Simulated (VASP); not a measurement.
Here is a VASP 6.6.1 calculation.

INCAR

```
PREC = Accurate
ENCUT = 520
EDIFF = 1E-8
ISMEAR = -1
SIGMA = 0.05
LREAL = False
LASPH = True
NELM = 80
ALGO = Normal
ISIF = 2
LWAVE = False
LCHARG = False
GGA = PE
LEFG = True
NBANDS = 12
```

KPOINTS

```
Automatic mesh
0
Gamma
  13 13 13
```

The input POSCAR:

```
As
1.0
    1.8417028838      1.0633076557      3.4152171905
   -1.8417028838      1.0633076557      3.4152171905
    0.0000000000     -2.1266153114      3.4152171905
As
2
Direct
    0.2275400000      0.2275400000      0.2275400000
    0.7724600000      0.7724600000      0.7724600000
```

Potentials or basis: VASP PAW PBE potentials, release 64 (As).

Command:

```sh
$ cat potpaw_PBE.64/As/POTCAR > POTCAR
$ mpirun -np 1 vasp_std > vasp.out
```

Q: Predict the band gap on the k mesh.

A: Zero (bands 5 and 6 overlap by 0.37 eV).

Q: Estimate the pressure.

A: 9.9 GPa.

Q: What does it give for the largest force?

A: 0.750 eV/Å.

Electric field gradients, principal values (V/Å²):
| atom | least | middle | greatest (by size) |
| --- | --- | --- | --- |
| 1 As | 24.101 | 24.101 | -48.202 |
| 2 As | 24.101 | 24.101 | -48.202 |

Caveat: the cell stands under pressure; without QUAD_EFG the Cq values of the log hold for a quadrupole moment of 1 mb, not for the nuclei.
